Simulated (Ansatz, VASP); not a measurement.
## Ti in VASP and in Ansatz

Contents of INCAR:

```
SYSTEM = Ti
  ALGO = Normal
  EDIFF = 1E-7
  ENCUT = 520
  GGA = PE
  ISIF = 2
  ISMEAR = -1
  LASPH = .True.
  LCHARG = .False.
  LREAL = .False.
  LWAVE = .False.
  NBANDS = 19
  NELM = 100
  PREC = Accurate
  SIGMA = 0.08
```

Contents of KPOINTS:

```
k-points
0
Gamma
  13 13 7
  0 0 0
```

Contents of POSCAR:

```
Ti
1.0
    2.9499978604     -0.0147499893     -0.0147499893
   -1.4877727956      2.5621480828     -0.0053988708
   -0.0234300000     -0.0234300000      4.6860000000
Ti
2
Direct
    0.3333333333      0.6666666667      0.2500000000
    0.6666666667      0.3333333333      0.7500000000
```

Input for Ansatz:

```yaml
crystal:
  lattice:
    - [2.9499978604, -0.0147499893, -0.0147499893]
    - [-1.4877727956, 2.5621480828, -0.0053988708]
    - [-0.02343, -0.02343, 4.686]
  atoms:
    - { symbol: Ti, position: [0.3333333333, 0.6666666667, 0.25] }
    - { symbol: Ti, position: [0.6666666667, 0.3333333333, 0.75] }
kpoints:
  mp_grid: { grid: [13, 13, 7] }
  band_path:
    path:
      - [0.0, 0.0, 0.0]
      - [0.0, 0.0, 0.5]
      - [-0.5, 0.5, 0.0]
      - [0.0, 0.0, 0.0]
      - [0.0, -0.5, 0.0]
      - [-0.5, 0.0, 0.5]
      - [0.0, 0.0, 0.0]
      - [-0.5, 0.0, 0.0]
      - [0.0, -0.5, 0.5]
    npoints: 5
scf:
  occupations: { method: fermi_dirac, width: 0.08 }
hamiltonian:
  xc: pbe
  pseudopotentials: { kind: all_electron, lapw: { basis_error: 0.0005 } }
output:
  forces: true
  stress: true
  eigenvalues: true
```

Change from the starting cell: equal xy, yz and zx shear strains of -1 %.

Alike in both runs: task single point; functional PBE; k mesh 13 × 13 × 7; occupations fermi-dirac, width 0.08 eV; no spin polarisation.

|  | VASP | Ansatz |
| --- | --- | --- |
| version | VASP 6.6.1 | Ansatz 0.2.0 |
| potentials or method | VASP PAW PBE potentials, release 64 (Ti_sv), cutoff 520 eV | all-electron LAPW, scalar-relativistic |

```tsv
	VASP	Ansatz	Ansatz less VASP
pressure (GPa)	-1.8	-1.6	+0.24
traceless stress, the component that is largest in VASP (GPa)	0.63	0.63	+0.005
rms of the force components (eV/Å)	0.016	0.016	+0.0002
```

Atom by atom the forces differ by 0.000 eV/Å (rms over components). Ansatz ran all-electron here, and VASP with PAW potentials.
